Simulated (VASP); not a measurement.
# C (I4_1/amd) in VASP: a series of runs

C is run at these levels: LDA; tasks: single point.

Everything below comes from runs of VASP 6.6.1. Logs are shortened: lines on timing, memory, paths and dates and some standing lists are left out, and cuts for length are marked.

### 1 The cell of the first run

Symmetry: I4_1/amd, No. 141, tetragonal system. The conventional cell has a = 2.410 Å, b = 2.410 Å, c = 3.779 Å, α = 90.00°, β = 90.00°, γ = 90.00°. C (site symmetry -4m2) has 4 C at 1.53 Å within 2.0 Å.

### 2 Single point, LDA

INCAR

```
SYSTEM = C
PREC = Accurate
ENCUT = 520
EDIFF = 1E-7
ISMEAR = 0
SIGMA = 0.05
LREAL = .False.
LASPH = .True.
NELM = 80
ALGO = Normal
ISIF = 2
LWAVE = .False.
LCHARG = .True.
GGA = CA
LELF = .True.
LVHAR = .True.
NBANDS = 11
```

KPOINTS

```
regular mesh
0
Gamma
  12 12 12
  0 0 0
```

POSCAR

```
C
1.0
    0.0000000000      1.7039681529      1.8893740141
    1.7039681529      0.0000000000      1.8893740141
    1.7039681529      1.7039681529      0.0000000000
C
2
Direct
    0.5000000000      0.5000000000      0.5000000000
    0.7500000000      0.7500000000      0.7500000000
```

Potentials or basis: VASP PAW LDA potentials, release 64 (C).

Launch:

```console
cat potpaw_LDA.64/C/POTCAR > POTCAR
mpirun -np 1 vasp_std > vasp.out
```

OUTCAR:

```text
SYSTEM = C
   PREC = Accurate
   ENCUT = 520
   EDIFF = 1E-7
   ISMEAR = 0
   LREAL = .False.
   LASPH = .True.
   NELM = 80
   ISIF = 2
   GGA = CA

 ion  position               nearest neighbor table
   1  0.500  0.500  0.500-   2 1.53   2 1.53   2 1.53   2 1.53
   2  0.750  0.750  0.750-   1 1.53   1 1.53   1 1.53   1 1.53

  LATTYP: Found a body centered tetragonal cell.
 ALAT       =     2.4097748717
 C/A-ratio  =     1.5680917220

  Lattice vectors:

 A1 = (  -1.7039681529,   0.0000000000,   1.8893740141)
 A2 = (   1.7039681529,   0.0000000000,   1.8893740141)
 A3 = (   0.0000000000,   1.7039681529,  -1.8893740141)

Analysis of symmetry for initial positions (statically):
=====================================================================
 Subroutine PRICEL returns:
 Original cell was already a primitive cell.

 Routine SETGRP: Setting up the symmetry group for a
 body centered tetragonal supercell.

 Subroutine GETGRP returns: Found 16 space group operations
 (whereof  8 operations were pure point group operations)
 out of a pool of 16 trial point group operations.

The static configuration has the point symmetry D_2d.
 The point group associated with its full space group is D_4h.

Analysis of symmetry for dynamics (positions and initial velocities):
=====================================================================
 Subroutine PRICEL returns:
 Original cell was already a primitive cell.

 Routine SETGRP: Setting up the symmetry group for a
 body centered tetragonal supercell.

 Subroutine GETGRP returns: Found 16 space group operations
 (whereof  8 operations were pure point group operations)
 out of a pool of 16 trial point group operations.

The dynamic configuration has the point symmetry D_2d.
 The point group associated with its full space group is D_4h.

 Subroutine INISYM returns: Found 16 space group operations
 (whereof  8 operations are pure point group operations),
 and found     1 'primitive' translations

----------------------------------------------------------------------------------------

                                     Primitive cell

  volume of cell :      10.9716

  direct lattice vectors                    reciprocal lattice vectors
     0.000000000  1.703968153  1.889374014    -0.293432714  0.293432714  0.264637915
     1.703968153  0.000000000  1.889374014     0.293432714 -0.293432714  0.264637915
     1.703968153  1.703968153  0.000000000     0.293432714  0.293432714 -0.264637915

  length of vectors
     2.544256597  2.544256597  2.409774872     0.492177551  0.492177551  0.492177551

  position of ions in fractional coordinates (direct lattice)
     0.500000000  0.500000000  0.500000000
     0.750000000  0.750000000  0.750000000

  ion indices of the primitive-cell ions
   primitive index   ion index
                 1           1
                 2           2

----------------------------------------------------------------------------------------

 KPOINTS: regular mesh

Automatic generation of k-mesh.
 Grid dimensions read from file:
 generate k-points for:   12   12   12

 Generating k-lattice:

  Cartesian coordinates                     Fractional coordinates (reciprocal lattice)
    -0.024452726  0.024452726  0.022053160     0.083333333  0.000000000  0.000000000
     0.024452726 -0.024452726  0.022053160     0.000000000  0.083333333  0.000000000
     0.024452726  0.024452726 -0.022053160     0.000000000  0.000000000  0.083333333

  Length of vectors
     0.041014796  0.041014796  0.041014796

  Shift w.r.t. Gamma in fractional coordinates (k-lattice)
     0.000000000  0.000000000  0.000000000

 Subroutine IBZKPT returns following result:
 ===========================================

 Found    163 irreducible k-points:

 Following reciprocal coordinates:
            Coordinates               Weight
  0.000000  0.000000  0.000000      1.000000
  0.083333  0.000000  0.000000      8.000000
  0.166667  0.000000  0.000000      8.000000
  0.250000  0.000000  0.000000      8.000000
  0.333333  0.000000  0.000000      8.000000
  0.416667  0.000000  0.000000      8.000000
[... 16 lines left out ...]
  0.500000  0.166667  0.000000      8.000000
 -0.416667  0.166667  0.000000      8.000000
 [... further k-points ...]
   k-points           NKPTS =    163   k-points in BZ     NKDIM =    163   number of bands    NBANDS=     11
   number of dos      NEDOS =    301   number of ions     NIONS =      2
   total plane-waves  NPLWV =   7200
   dimension x,y,z NGX =    20 NGY =   20 NGZ =   18
   dimension x,y,z NGXF=    40 NGYF=   40 NGZF=   36
   ions per type =               2
   NGX,Y,Z   is equivalent  to a cutoff of  13.07, 13.07, 12.42 a.u.
   NGXF,Y,Z  is equivalent  to a cutoff of  26.14, 26.14, 24.84 a.u.
 SYSTEM =  C
   PREC   = accura    normal or accurate (medium, high low for compatibility)
   ISTART =      0    job   : 0-new  1-cont  2-samecut
   ICHARG =      2    charge: 1-file 2-atom 10-const
   ISPIN  =      1    spin polarized calculation?
   LNONCOLLINEAR =      F non collinear calculations
   LSORBIT =      F    spin-orbit coupling
   LASPH  =      T    aspherical Exc in radial PAW
   ENCUT  =  520.0 eV  38.22 Ry    6.18 a.u.   4.73  4.73  4.48*2*pi/ulx,y,z
   NELM   =     80;   NELMIN=  2; NELMDL= -5     # of ELM steps
   EDIFF  = 0.1E-06   stopping-criterion for ELM
   LREAL  =      F    real-space projection
   EDIFFG = 0.1E-05   stopping-criterion for IOM
   NSW    =      0    number of steps for IOM
   IBRION =     -1    ionic relax: 0-MD 1-quasi-New 2-CG
   NFREE  =      0    steps in history (QN), initial steepest desc. (CG)
   ISIF   =      2    stress and relaxation
   ISYM   =      2    0-nonsym 1-usesym 2-fastsym
   POTIM  = 0.5000    time-step for ionic-motion
   TEBEG  =    0.0;   TEEND  =   0.0 temperature during run
   PSTRESS=    0.0 pullay stress
   NELECT =       8.0000    total number of electrons
   NUPDOWN=      -1.0000    fix difference up-down
   EMIN   =  10.00;   EMAX   =-10.00  energy-range for DOS
   EFERMI =   0.00;   METHOD = LEGACY
   ISMEAR =     0;   SIGMA  =   0.05  broadening in eV -4-tet -1-fermi 0-gaus
   EFERMI_NEDOS =   21; number of points for ismear=-14 and -15
   IALGO  =     38    algorithm
   IMIX   =      4    mixing-type and parameters
     AMIX     =   0.40;   BMIX     =  1.00
     AMIX_MAG =   1.60;   BMIX_MAG =  1.00
  volume/ion in A,a.u.               =       5.49        37.02
  Fermi-wavevector in a.u.,A,eV,Ry     =   1.473492  2.784497 29.540691  2.171180
  Thomas-Fermi vector in A             =   2.588379
   LORBIT       =      0    0 simple, 1 ext, 2 COOP (PROOUT), +10 PAW based schemes
   GGA     = CA    functional components
   LHFCALC =     F    Hartree Fock is set to
   AEXX    =    0.0000 exact exchange contribution
   IVDW    =     0    specifies the selected vdW correction
   LEPSILON=     F    determine dielectric tensor
   LRPA    =     F    only Hartree local field effects (RPA)
 non-spin polarized calculation
 Gauss-broadening in eV      SIGMA  =   0.05
  energy-cutoff  :      520.00
  volume of cell :       10.97
 maximum number of plane-waves:       307
   NGX =  9   NGY =  9   NGZ =  9

 number of electron       8.0000000 magnetization

 Free energy of the ion-electron system (eV)
  ---------------------------------------------------
  ext. energy  EPLUGINS =         0.00000000
  ---------------------------------------------------
  free energy    TOTEN  =       -19.99523617 eV

  energy without entropy =      -19.99523617  energy(sigma->0) =      -19.99523617

 E-fermi :  11.1538     XC(G=0): -13.6719

 val. band max:       10.8305951264   @ k =   0.0000   0.0000   0.0000
 cond. band min:      13.7257873248   @ k =   0.3333   0.0000   0.3333
 fundamental gap:      2.8951921985
 Fermi energy:        11.1538086362

 k-point     1 :       0.0000    0.0000    0.0000
  band No.  band energies     occupation
      1     -11.5341      2.00000
      2       9.0481      2.00000
      3      10.8306      2.00000
      4      10.8306      2.00000
      5      15.5519      0.00000
      6      15.5519      0.00000
      7      16.8209      0.00000
      8      24.3040      0.00000
      9      29.8026      0.00000
     10      33.5883      0.00000
     11      34.6134      0.00000

 k-point     2 :       0.0833    0.0000    0.0000
  band No.  band energies     occupation
      1     -11.3363      2.00000
      2       8.4244      2.00000
      3       9.8729      2.00000
      4      10.5254      2.00000
      5      15.9586      0.00000
      6      16.0090      0.00000
      7      17.5137      0.00000
      8      24.4231      0.00000
      9      30.1071      0.00000
     10      31.9948      0.00000
     11      37.0368      0.00000

 k-point     3 :       0.1667    0.0000    0.0000
  band No.  band energies     occupation
      1     -10.7455      2.00000
      2       6.3509      2.00000
      3       8.6096      2.00000
      4       9.8905      2.00000
      5      16.5560      0.00000
      6      17.0278      0.00000
      7      18.8249      0.00000
      8      24.7693      0.00000
      9      30.4056      0.00000
     10      31.4916      0.00000
     11      34.9058      0.00000

 k-point     4 :       0.2500    0.0000    0.0000
  band No.  band energies     occupation
      1      -9.7687      2.00000
      2       3.5717      2.00000
      3       7.6703      2.00000
      4       9.2661      2.00000
      5      16.9089      0.00000
      6      18.0724      0.00000
      7      19.9334      0.00000
      8      25.2644      0.00000
      9      30.4156      0.00000
     10      32.4467      0.00000
     11      33.8957      0.00000
[... 239 lines left out ...]
 k-point    22 :       0.4167    0.1667    0.0000
  band No.  band energies     occupation
      1      -7.5645      2.00000
      2       0.6620      2.00000
      3       4.7444      2.00000
      4       7.0569      2.00000
      5      17.9799      0.00000
      6      21.2015      0.00000
      7      21.5424      0.00000
      8      24.3518      0.00000
      9      30.9212      0.00000
     10      31.6501      0.00000
     11      38.2430      0.00000

 k-point    23 :       0.5000    0.1667    0.0000
  band No.  band energies     occupation
      1      -5.9050      2.00000
      2      -1.6842      2.00000
      3       3.9842      2.00000
      4       7.2212      2.00000
      5      18.2820      0.00000
      6      21.3419      0.00000
      7      21.3584      0.00000
      8      25.7575      0.00000
      9      30.3994      0.00000
     10      33.3677      0.00000
     11      37.2701      0.00000

 k-point    24 :      -0.4167    0.1667    0.0000
  band No.  band energies     occupation
      1      -4.9525      2.00000
      2      -2.7971      2.00000
      3       3.5759      2.00000
      4       7.6539      2.00000
      5      18.7215      0.00000
      6      20.7773      0.00000
      7      21.2716      0.00000
      8      25.9672      0.00000
      9      30.5951      0.00000
     10      34.5717      0.00000
     11      34.9704      0.00000

 [... further k-points ...]
[... 5 lines left out ...]
  --------------------------------------------------------------------------------------
  -------------------------------------------------------------------------------------
  Total        2.7388868      2.7388868     -4.7297854      0.0000000     -0.0000000      0.0000000
  in kB      399.9574501    399.9574501   -690.6867704      0.0000000     -0.0000000      0.0000000
  external PRESSURE =      36.4093766 kB  Pullay stress =       0.0000000 kB

 VOLUME and BASIS-vectors are now :
 -----------------------------------------------------------------------------
  energy-cutoff  :      520.00
  volume of cell :       10.97
      direct lattice vectors                 reciprocal lattice vectors
     0.000000000  1.703968153  1.889374014    -0.293432714  0.293432714  0.264637915
     1.703968153  0.000000000  1.889374014     0.293432714 -0.293432714  0.264637915
     1.703968153  1.703968153  0.000000000     0.293432714  0.293432714 -0.264637915

 POSITION                                       TOTAL-FORCE (eV/Angst)
 -----------------------------------------------------------------------------------
      1.70397      1.70397      1.88937        -0.000000      0.000000     -0.000000
      2.55595      2.55595      2.83406         0.000000     -0.000000      0.000000
 -----------------------------------------------------------------------------------
    total drift:                                0.000000     -0.000000      0.000000

  FREE ENERGIE OF THE ION-ELECTRON SYSTEM (eV)
  ---------------------------------------------------
  free  energy   TOTEN  =       -19.9952361669 eV

  energy  without entropy=      -19.9952361669  energy(sigma->0) =      -19.99523617
```

Wall time 26 s (1 thread of Intel Xeon 8259CL, shared host); peak memory 0.12 GiB.

Results:

| Property | Result |
| --- | --- |
| Free energy | -19.9952 eV |
| Pressure | 3.6 GPa |
| Band gap on the k mesh | 2.90 eV, indirect (least direct gap 4.72 eV) |

Stress tensor (GPa, compression positive):
```
 40.00   0.00   0.00
  0.00  40.00   0.00
  0.00   0.00 -69.07
```

Levels at points of the mesh, in eV from the valence-band top:
```tsv
k point	band 2	band 3	band 4	band 5	band 6	band 7
(0.00, 0.00, 0.00)	-1.78	0.00	0.00	4.72	4.72	5.99
(0.50, 0.00, 0.00)	-14.30	-4.47	-2.43	6.05	8.38	10.29
(0.50, 0.50, 0.00)	-14.50	-5.97	-5.97	5.88	5.88	16.07
(0.50, 0.00, 0.50)	-12.85	-7.52	-7.52	3.45	3.45	16.13
```

Caveat: the cell differs from its parent crystal (strain +e along x and -e along y +0.0000, strain +e along z and -e/2 along x and y +0.0700). A k mesh can miss the band edges.

### 3 Single point, LDA

This run uses another cell than the first one, of the same volume but with other edges.

INCAR

```
SYSTEM = C
  ALGO = Normal
  EDIFF = 1E-7
  ENCUT = 520
  ISIF = 2
  ISMEAR = 0
  LASPH = .True.
  LCHARG = .False.
  LREAL = .False.
  LWAVE = .False.
  NBANDS = 11
  NELM = 100
  PREC = Accurate
  SIGMA = 0.05
```

KPOINTS

```
k-points
0
Gamma
  12 12 12
  0 0 0
```

POSCAR

```
C
1.0
    0.0000000000      1.8275720603      1.6421661991
    1.8275720603      0.0000000000      1.6421661991
    1.8275720603      1.8275720603      0.0000000000
C
2
Direct
    0.5000000000      0.5000000000      0.5000000000
    0.7500000000      0.7500000000      0.7500000000
```

Potentials or basis: VASP PAW LDA potentials, release 64 (C).

Launch:

```console
cat potpaw_LDA.64/C/POTCAR > POTCAR
mpirun -np 1 vasp_std > vasp.out
```

It took 25 s on 1 thread of Intel Xeon 8259CL, shared host; peak memory 0.12 GiB.

Results (log left out):

| Quantity | Value |
| --- | --- |
| Free energy | -20.0130 eV |
| Pressure | 3.6 GPa |
| Band gap on the k mesh | 1.55 eV, indirect (least direct gap 3.90 eV) |

Stress tensor (GPa, compression positive):
```
-26.77   0.00   0.00
  0.00 -26.77   0.00
  0.00   0.00  64.23
```

Levels at points of the mesh, in eV from the valence-band top:
| k point | band 1 | band 2 | band 3 | band 4 | band 5 | band 6 | band 7 | band 8 | band 9 |
| --- | --- | --- | --- | --- | --- | --- | --- | --- | --- |
| (0.00, 0.00, 0.00) | -22.75 | -1.47 | -1.47 | 0.00 | 3.90 | 5.21 | 5.21 | 13.23 | 18.61 |
| (0.50, 0.00, 0.00) | -16.66 | -14.68 | -4.74 | -2.96 | 6.28 | 7.03 | 10.14 | 14.89 | 20.82 |
| (0.50, 0.50, 0.00) | -12.61 | -12.61 | -8.48 | -8.48 | 2.15 | 2.15 | 16.42 | 16.42 | 23.47 |
| (0.50, 0.00, 0.50) | -14.37 | -14.37 | -6.83 | -6.83 | 4.76 | 4.76 | 15.42 | 15.42 | 21.60 |

Caveat: the cell differs from its parent crystal (strain +e along x and -e along y +0.0000, strain +e along z and -e/2 along x and y -0.0700). A k mesh can miss the band edges.
